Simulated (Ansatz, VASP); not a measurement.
One calculation of Pt, two programs

File INCAR:

```
SYSTEM = Pt
PREC     = Accurate       ! precision mode
ENCUT    = 520            ! plane-wave cutoff, eV
EDIFF    = 1E-6           ! SCF threshold, eV
ISMEAR   = -1             ! smearing method
SIGMA    = 0.1            ! smearing width, eV
LREAL    = .False.        ! projectors in reciprocal space
LASPH    = .True.         ! aspherical terms in the spheres
NELM     = 100            ! most SCF steps
ALGO     = Normal         ! electronic algorithm
ISIF     = 2              ! what is computed and relaxed
LWAVE    = .False.        ! write WAVECAR
LCHARG   = .False.        ! write CHGCAR
NBANDS   = 11             ! bands
```

File KPOINTS:

```
regular mesh
0
Gamma
  17 17 17
  0 0 0
```

The input POSCAR:

```
Pt
1.0
    2.2263714162      0.0000000000      0.0000000000
    0.0000000000      2.2263714162      0.0000000000
    0.0000000000      0.0000000000      2.2263714162
Pt
1
Direct
    0.0000000000      0.0000000000      0.0000000000
```

Input for Ansatz:

```yaml
crystal:
  lattice:
    - [2.2263714162, 0.0, 0.0]
    - [0.0, 2.2263714162, 0.0]
    - [0.0, 0.0, 2.2263714162]
  atoms:
    - { symbol: Pt, position: [0.0, 0.0, 0.0] }
kpoints:
  mp_grid: { grid: [17, 17, 17] }
  band_path:
    path:
      - [0.0, 0.0, 0.0]
      - [0.0, 0.5, 0.0]
      - [0.5, 0.5, 0.0]
      - [0.0, 0.0, 0.0]
      - [0.5, 0.5, 0.5]
      - [0.0, 0.5, 0.0]
      - [0.5, 0.5, 0.5]
      - [0.5, 0.5, 0.0]
    npoints: 8
scf:
  occupations: { method: fermi_dirac, width: 0.1 }
hamiltonian:
  xc: lda
  pseudopotentials: { kind: all_electron, lapw: { basis_error: 0.001 } }
output:
  forces: true
  stress: true
  eigenvalues: true
  populations: true
  dos: { projected: true, de: 0.2, e_range: [-14, 8] }
```

Change from the starting cell: volume scaled by 0.65, LAPW.

Alike in both runs: task single point; functional LDA; k mesh 17 × 17 × 17; occupations fermi-dirac, width 0.1 eV; no spin polarisation.

```csv
,VASP,Ansatz
version,VASP 6.6.1,Ansatz 0.2.0
potentials or method,"VASP PAW LDA potentials, release 64 (Pt), cutoff 520 eV","all-electron LAPW, scalar-relativistic"
```

```csv
,VASP,Ansatz,Ansatz less VASP
pressure (GPa),299.5,299.7,+0.15
```

LDA's correlation is that of Perdew and Zunger in VASP and of Perdew and Wang (1992) in Ansatz. Both programs put the cell under a high pressure, so it lies far from rest at this level. Ansatz ran all-electron here, and VASP with PAW potentials.

Neither program's run includes spin-orbit coupling. Noted on VASP's run: the cell as given lies far from equilibrium.
